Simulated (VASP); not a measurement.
# PbO (P4mm) in VASP: notebook

The runs below take PbO through single point, with PBEsol.

All numbers are computed with VASP 6.6.1; they aren't measurements. Logs are shortened: lines on timing, memory, paths and dates and some standing lists are left out, and cuts for length are marked.

## Step 1: The cell of the first run

Symmetry: P4mm, No. 99, tetragonal system. Conventional cell: a = 3.974 Å, b = 3.974 Å, c = 5.022 Å, α = 90.00°, β = 90.00°, γ = 90.00°. Pb (site symmetry 4mm) has 4 O at 2.42 Å within 3.2 Å. Within 2.9 Å of Pb (site symmetry 4mm) lie 4 O at 2.22 Å. Within 2.9 Å of O (site symmetry 2mm) lie 4 Pb at 2.22 to 2.42 Å and 4 O at 2.81 Å.

## Step 2: Single point, PBEsol (all O atoms moved -0.200 Å, as atom 3 along Cartesian [0 0 1])

File INCAR:

```
SYSTEM = PbO
ALGO = Normal ; EDIFF = 1E-7
ENCUT = 520 ; GGA = PS
ISIF = 2 ; ISMEAR = 0
LASPH = .TRUE. ; LCHARG = .TRUE.
LELF = .TRUE. ; LREAL = .FALSE.
LVHAR = .TRUE. ; LWAVE = .FALSE.
NBANDS = 28 ; NELM = 100
PREC = Accurate ; SIGMA = 0.05
```

File KPOINTS:

```
k-points
0
G
  8 8 6
  0 0 0
```

File POSCAR:

```
PbO
1.0
    3.9744000000      0.0000000000      0.0000000000
    0.0000000000      3.9744000000      0.0000000000
    0.0000000000      0.0000000000      5.0220000000
Pb O
2 2
Direct
    0.0000000000      0.5000000000      0.2351000000
    0.5000000000      0.0000000000      0.7649000000
    0.0000000000      0.0000000000     -0.0398247710
    0.5000000000      0.5000000000     -0.0398247710
```

Potentials or basis: VASP PAW PBE potentials, release 64 (Pb_d, O).

Started as:

```
> cat potpaw_PBE.64/Pb_d/POTCAR potpaw_PBE.64/O/POTCAR > POTCAR
> mpirun -np 1 vasp_std > vasp.out
```

OUTCAR:

```text
SYSTEM = PbO
   EDIFF = 1E-7
   ENCUT = 520
   GGA = PS
   ISIF = 2
   ISMEAR = 0
   LASPH = .TRUE.
   LREAL = .FALSE.
   NELM = 100
   PREC = Accurate

 ion  position               nearest neighbor table
   1  0.000  0.500  0.235-   3 2.42   4 2.42   3 2.42   4 2.42   2 3.67   2 3.67   2 3.67   2 3.67
                             2 3.87   2 3.87   2 3.87   2 3.87
   2  0.500  0.000  0.765-   3 2.22   4 2.22   4 2.22   3 2.22   1 3.67   1 3.67   1 3.67   1 3.67
                             1 3.87   1 3.87   1 3.87   1 3.87
   3  0.000  0.000  0.960-   2 2.22   2 2.22   1 2.42   1 2.42
   4  0.500  0.500  0.960-   2 2.22   2 2.22   1 2.42   1 2.42

  LATTYP: Found a simple tetragonal cell.
 ALAT       =     3.9744000000
 C/A-ratio  =     1.2635869565

  Lattice vectors:

 A1 = (   3.9744000000,   0.0000000000,   0.0000000000)
 A2 = (   0.0000000000,   3.9744000000,   0.0000000000)
 A3 = (   0.0000000000,   0.0000000000,   5.0220000000)

Analysis of symmetry for initial positions (statically):
=====================================================================
 Subroutine PRICEL returns:
 Original cell was already a primitive cell.

 Routine SETGRP: Setting up the symmetry group for a
 simple tetragonal supercell.

 Subroutine GETGRP returns: Found  8 space group operations
 (whereof  4 operations were pure point group operations)
 out of a pool of 16 trial point group operations.

The static configuration has the point symmetry C_2v.
 The point group associated with its full space group is C_4v.

Analysis of symmetry for dynamics (positions and initial velocities):
=====================================================================
 Subroutine PRICEL returns:
 Original cell was already a primitive cell.

 Routine SETGRP: Setting up the symmetry group for a
 simple tetragonal supercell.

 Subroutine GETGRP returns: Found  8 space group operations
 (whereof  4 operations were pure point group operations)
 out of a pool of 16 trial point group operations.

The dynamic configuration has the point symmetry C_2v.
 The point group associated with its full space group is C_4v.

 Subroutine INISYM returns: Found  8 space group operations
 (whereof  4 operations are pure point group operations),
 and found     1 'primitive' translations

----------------------------------------------------------------------------------------

                                     Primitive cell

  volume of cell :      79.3268

  direct lattice vectors                    reciprocal lattice vectors
     3.974400000  0.000000000  0.000000000     0.251610306  0.000000000  0.000000000
     0.000000000  3.974400000  0.000000000     0.000000000  0.251610306  0.000000000
     0.000000000  0.000000000  5.022000000     0.000000000  0.000000000  0.199123855

  length of vectors
     3.974400000  3.974400000  5.022000000     0.251610306  0.251610306  0.199123855

  position of ions in fractional coordinates (direct lattice)
     0.000000000  0.500000000  0.235100000
     0.500000000  0.000000000  0.764900000
     0.000000000  0.000000000  0.960175229
     0.500000000  0.500000000  0.960175229

  ion indices of the primitive-cell ions
   primitive index   ion index
                 1           1
                 2           2
                 3           3
                 4           4

----------------------------------------------------------------------------------------

 KPOINTS: k-points

Automatic generation of k-mesh.
 Grid dimensions read from file:
 generate k-points for:    8    8    6

 Generating k-lattice:

  Cartesian coordinates                     Fractional coordinates (reciprocal lattice)
     0.031451288  0.000000000  0.000000000     0.125000000  0.000000000  0.000000000
     0.000000000  0.031451288  0.000000000     0.000000000  0.125000000  0.000000000
     0.000000000  0.000000000  0.033187309     0.000000000  0.000000000  0.166666667

  Length of vectors
     0.031451288  0.031451288  0.033187309

  Shift w.r.t. Gamma in fractional coordinates (k-lattice)
     0.000000000  0.000000000  0.000000000

 Subroutine IBZKPT returns following result:
 ===========================================

 Found     60 irreducible k-points:

 Following reciprocal coordinates:
            Coordinates               Weight
  0.000000  0.000000  0.000000      1.000000
  0.125000  0.000000  0.000000      4.000000
  0.250000  0.000000  0.000000      4.000000
  0.375000  0.000000  0.000000      4.000000
  0.500000  0.000000  0.000000      2.000000
  0.125000  0.125000  0.000000      4.000000
[... 16 lines left out ...]
  0.375000  0.125000  0.166667     16.000000
  0.500000  0.125000  0.166667      8.000000
 [... further k-points ...]
   k-points           NKPTS =     60   k-points in BZ     NKDIM =     60   number of bands    NBANDS=     28
   number of dos      NEDOS =    301   number of ions     NIONS =      4
   total plane-waves  NPLWV =  36000
   dimension x,y,z NGX =    30 NGY =   30 NGZ =   40
   dimension x,y,z NGXF=    60 NGYF=   60 NGZF=   80
   ions per type =               2   2
   NGX,Y,Z   is equivalent  to a cutoff of  12.55, 12.55, 13.24 a.u.
   NGXF,Y,Z  is equivalent  to a cutoff of  25.10, 25.10, 26.48 a.u.
 SYSTEM =  PbO
   PREC   = accura    normal or accurate (medium, high low for compatibility)
   ISTART =      0    job   : 0-new  1-cont  2-samecut
   ICHARG =      2    charge: 1-file 2-atom 10-const
   ISPIN  =      1    spin polarized calculation?
   LNONCOLLINEAR =      F non collinear calculations
   LSORBIT =      F    spin-orbit coupling
   LASPH  =      T    aspherical Exc in radial PAW
   ENCUT  =  520.0 eV  38.22 Ry    6.18 a.u.   7.39  7.39  9.34*2*pi/ulx,y,z
   NELM   =    100;   NELMIN=  2; NELMDL= -5     # of ELM steps
   EDIFF  = 0.1E-06   stopping-criterion for ELM
   LREAL  =      F    real-space projection
   EDIFFG = 0.1E-05   stopping-criterion for IOM
   NSW    =      0    number of steps for IOM
   IBRION =     -1    ionic relax: 0-MD 1-quasi-New 2-CG
   NFREE  =      0    steps in history (QN), initial steepest desc. (CG)
   ISIF   =      2    stress and relaxation
   ISYM   =      2    0-nonsym 1-usesym 2-fastsym
   POTIM  = 0.5000    time-step for ionic-motion
   TEBEG  =    0.0;   TEEND  =   0.0 temperature during run
   PSTRESS=    0.0 pullay stress
   NELECT =      40.0000    total number of electrons
   NUPDOWN=      -1.0000    fix difference up-down
   EMIN   =  10.00;   EMAX   =-10.00  energy-range for DOS
   EFERMI =   0.00;   METHOD = LEGACY
   ISMEAR =     0;   SIGMA  =   0.05  broadening in eV -4-tet -1-fermi 0-gaus
   EFERMI_NEDOS =   21; number of points for ismear=-14 and -15
   IALGO  =     38    algorithm
   IMIX   =      4    mixing-type and parameters
     AMIX     =   0.40;   BMIX     =  1.00
     AMIX_MAG =   1.60;   BMIX_MAG =  1.00
  volume/ion in A,a.u.               =      19.83       133.83
  Fermi-wavevector in a.u.,A,eV,Ry     =   1.303031  2.462372 23.101207  1.697891
  Thomas-Fermi vector in A             =   2.434060
   LORBIT       =      0    0 simple, 1 ext, 2 COOP (PROOUT), +10 PAW based schemes
   GGA     = PS    functional components
   LHFCALC =     F    Hartree Fock is set to
   AEXX    =    0.0000 exact exchange contribution
   IVDW    =     0    specifies the selected vdW correction
   LEPSILON=     F    determine dielectric tensor
   LRPA    =     F    only Hartree local field effects (RPA)
 non-spin polarized calculation
 Gauss-broadening in eV      SIGMA  =   0.05
  energy-cutoff  :      520.00
  volume of cell :       79.33
 maximum number of plane-waves:      2171
 NGX is ok and might be reduce to    30
   NGX = 15   NGY = 15   NGZ = 19

 number of electron      39.9999998 magnetization

 Free energy of the ion-electron system (eV)
  ---------------------------------------------------
  ext. energy  EPLUGINS =         0.00000000
  ---------------------------------------------------
  free energy    TOTEN  =       -22.54102836 eV

  energy without entropy =      -22.54102836  energy(sigma->0) =      -22.54102836

 E-fermi :   5.2662     XC(G=0): -10.0903

 val. band max:        5.0146615517   @ k =   0.1250   0.1250   0.0000
 cond. band min:       6.0838703366   @ k =   0.5000   0.5000   0.0000
 fundamental gap:      1.0692087849
 Fermi energy:         5.2662095812

 k-point     1 :       0.0000    0.0000    0.0000
  band No.  band energies     occupation
      1     -13.4728      2.00000
      2     -12.9361      2.00000
      3     -11.1386      2.00000
      4     -11.1386      2.00000
      5     -11.1163      2.00000
      6     -11.0936      2.00000
[... 20 lines left out ...]
     27      12.3964      0.00000
     28      12.9792      0.00000

 k-point     2 :       0.1250    0.0000    0.0000
  band No.  band energies     occupation
      1     -13.4335      2.00000
      2     -12.9401      2.00000
      3     -11.1393      2.00000
      4     -11.1354      2.00000
      5     -11.1078      2.00000
      6     -11.0975      2.00000
[... 20 lines left out ...]
     27      12.6570      0.00000
     28      14.0320      0.00000

 k-point     3 :       0.2500    0.0000    0.0000
  band No.  band energies     occupation
      1     -13.3347      2.00000
      2     -12.9551      2.00000
      3     -11.1302      2.00000
      4     -11.1279      2.00000
      5     -11.1067      2.00000
      6     -11.0818      2.00000
[... 20 lines left out ...]
     27      12.9370      0.00000
     28      15.8320      0.00000

 k-point     4 :       0.3750    0.0000    0.0000
  band No.  band energies     occupation
      1     -13.2250      2.00000
      2     -12.9837      2.00000
      3     -11.1224      2.00000
      4     -11.1169      2.00000
      5     -11.1137      2.00000
      6     -11.0429      2.00000
[... 20 lines left out ...]
     27      13.3692      0.00000
     28      15.2843      0.00000

 k-point     5 :       0.5000    0.0000    0.0000
  band No.  band energies     occupation
      1     -13.1698      2.00000
      2     -13.0062      2.00000
      3     -11.1234      2.00000
      4     -11.1131      2.00000
      5     -11.1112      2.00000
      6     -11.0163      2.00000
[... 20 lines left out ...]
     27      13.9314      0.00000
     28      14.3504      0.00000

 k-point     6 :       0.1250    0.1250    0.0000
  band No.  band energies     occupation
      1     -13.3959      2.00000
      2     -12.9439      2.00000
      3     -11.1489      2.00000
      4     -11.1204      2.00000
      5     -11.1030      2.00000
      6     -11.0957      2.00000
[... 463 lines left out ...]
      5     -11.1027      2.00000
      6     -11.0928      2.00000
[... 20 lines left out ...]
     27      13.3189      0.00000
     28      14.5332      0.00000

 k-point    22 :       0.2500    0.1250    0.1667
  band No.  band energies     occupation
      1     -13.3008      2.00000
      2     -12.9567      2.00000
      3     -11.1425      2.00000
      4     -11.1177      2.00000
      5     -11.0992      2.00000
      6     -11.0647      2.00000
[... 20 lines left out ...]
     27      13.9301      0.00000
     28      15.2473      0.00000

 k-point    23 :       0.3750    0.1250    0.1667
  band No.  band energies     occupation
      1     -13.1997      2.00000
      2     -12.9850      2.00000
      3     -11.1336      2.00000
      4     -11.1267      2.00000
      5     -11.0893      2.00000
      6     -11.0232      2.00000
[... 20 lines left out ...]
     27      14.1798      0.00000
     28      14.6561      0.00000

 k-point    24 :       0.5000    0.1250    0.1667
  band No.  band energies     occupation
      1     -13.1483      2.00000
      2     -13.0074      2.00000
      3     -11.1322      2.00000
      4     -11.1285      2.00000
      5     -11.0851      2.00000
      6     -10.9957      2.00000
[... 20 lines left out ...]
     27      14.3634      0.00000
     28      14.4329      0.00000

 [... further k-points ...]
[... 5 lines left out ...]
  --------------------------------------------------------------------------------------
  -------------------------------------------------------------------------------------
  Total        1.4084988      1.4084988      0.0768859      0.0000000      0.0000000      0.0000000
  in kB       28.4477025     28.4477025      1.5528783      0.0000000      0.0000000      0.0000000
  external PRESSURE =      19.4827611 kB  Pullay stress =       0.0000000 kB

 VOLUME and BASIS-vectors are now :
 -----------------------------------------------------------------------------
  energy-cutoff  :      520.00
  volume of cell :       79.33
      direct lattice vectors                 reciprocal lattice vectors
     3.974400000  0.000000000  0.000000000     0.251610306  0.000000000  0.000000000
     0.000000000  3.974400000  0.000000000     0.000000000  0.251610306  0.000000000
     0.000000000  0.000000000  5.022000000     0.000000000  0.000000000  0.199123855

 POSITION                                       TOTAL-FORCE (eV/Angst)
 -----------------------------------------------------------------------------------
      0.00000      1.98720      1.18067         0.000000      0.000000     -1.173128
      1.98720      0.00000      3.84133         0.000000      0.000000     -2.045345
      0.00000      0.00000      4.82200         0.000000      0.000000      1.609237
      1.98720      1.98720      4.82200         0.000000      0.000000      1.609237
 -----------------------------------------------------------------------------------
    total drift:                                0.000000      0.000000     -0.000047

  FREE ENERGIE OF THE ION-ELECTRON SYSTEM (eV)
  ---------------------------------------------------
  free  energy   TOTEN  =       -22.5410283565 eV

  energy  without entropy=      -22.5410283565  energy(sigma->0) =      -22.54102836
```

Run time: 72 s. Hardware: 1 thread of Intel Xeon 6975P-C (Granite Rapids), shared host; peak memory 0.25 GiB.

What came out:

```yaml
Free_energy: -22.5410 eV
Pressure: 1.9 GPa
Largest_force: 2.045 eV/Å
Band_gap_on_the_k_mesh: 1.07 eV, indirect (least direct gap 2.03 eV)
```

Forces on the atoms (eV/Å):
```
Pb   0.000  0.000 -1.173
Pb   0.000  0.000 -2.045
O    0.000  0.000  1.609
O    0.000  0.000  1.609
```

Stress tensor (GPa, compression positive):
```
2.84 0.00 0.00
0.00 2.84 0.00
0.00 0.00 0.16
```

Caveat: the cell differs from its parent crystal (all O atoms moved -0.200 Å, as atom 3 along Cartesian [0 0 1]); the PAW data sets were made with another functional, which shifts forces and pressure a little; spin-orbit coupling is left out, which moves the levels of the heavy elements. A k mesh can miss the band edges.

## Step 3: Single point, PBEsol (all O atoms moved +0.150 Å, as atom 3 along Cartesian [0 0 1])

File INCAR:

```
SYSTEM = PbO
PREC     = Accurate       ! precision mode
ENCUT    = 520            ! plane-wave cutoff, eV
EDIFF    = 1E-6           ! SCF threshold, eV
ISMEAR   = 0              ! smearing method
SIGMA    = 0.05           ! smearing width, eV
LREAL    = .FALSE.        ! projectors in reciprocal space
LASPH    = .TRUE.         ! aspherical terms in the spheres
NELM     = 100            ! most SCF steps
ALGO     = Normal         ! electronic algorithm
ISIF     = 2              ! what is computed and relaxed
LWAVE    = .FALSE.        ! write WAVECAR
LCHARG   = .FALSE.        ! write CHGCAR
GGA      = PS             ! functional
NBANDS   = 28             ! bands
```

File KPOINTS:

```
Automatic mesh
0
G
  8 8 6
  0 0 0
```

POSCAR: that of step 2 with these lines changed.

```diff
@@ -10,3 +10,3 @@
     0.5000000000      0.0000000000      0.7649000000
-    0.0000000000      0.0000000000     -0.0398247710
-    0.5000000000      0.5000000000     -0.0398247710
+    0.0000000000      0.0000000000      0.0298685783
+    0.5000000000      0.5000000000      0.0298685783
```

Potentials or basis: VASP PAW PBE potentials, release 64 (Pb_d, O).

Started as:

```
> cat potpaw_PBE.64/Pb_d/POTCAR potpaw_PBE.64/O/POTCAR > POTCAR
> mpirun -np 1 vasp_std > vasp.out
```

It took 57 s on 1 thread of Intel Xeon 6975P-C (Granite Rapids), shared host; peak memory 0.25 GiB.

It converged, with:

```
Free energy            : -22.6834 eV
Pressure               : 1.5 GPa
Largest force          : 1.553 eV/Å
Band gap on the k mesh : 1.12 eV, indirect (least direct gap 2.11 eV)
```

Forces in eV/Å, atoms in the order of the input:
```
Pb   0.000  0.000  1.553
Pb   0.000  0.000  0.913
O    0.000  0.000 -1.233
O    0.000  0.000 -1.233
```

Stress tensor (GPa, compression positive):
```
2.07 0.00 0.00
0.00 2.07 0.00
0.00 0.00 0.48
```

Levels at points of the mesh, in eV from the valence-band top:
```tsv
k point	band 16	band 17	band 18	band 19	band 20	band 21	band 22	band 23	band 24	band 25
(0.00, 0.00, 0.00)	-4.40	-1.73	-1.72	-1.72	-0.07	2.35	5.32	5.32	5.37	6.96
(0.50, 0.00, 0.00)	-3.27	-3.23	-2.85	-1.89	-1.43	3.11	3.51	6.12	6.21	6.80
(0.50, 0.50, 0.00)	-3.48	-2.05	-1.18	-1.13	-0.99	1.12	1.12	4.79	5.52	7.87
(0.00, 0.00, 0.50)	-4.24	-1.77	-1.74	-1.74	-0.94	1.80	3.93	3.93	4.22	8.74
(0.50, 0.00, 0.50)	-3.65	-3.31	-2.81	-1.36	-0.59	2.74	3.24	5.75	6.95	7.03
(0.50, 0.50, 0.50)	-3.93	-2.67	-1.76	-1.13	-0.99	3.23	3.23	4.87	4.87	5.56
```

Caveat: the cell differs from its parent crystal (all O atoms moved +0.150 Å, as atom 3 along Cartesian [0 0 1]); the PAW data sets were made with another functional, which shifts forces and pressure a little; spin-orbit coupling is left out, which moves the levels of the heavy elements. A k mesh can miss the band edges.
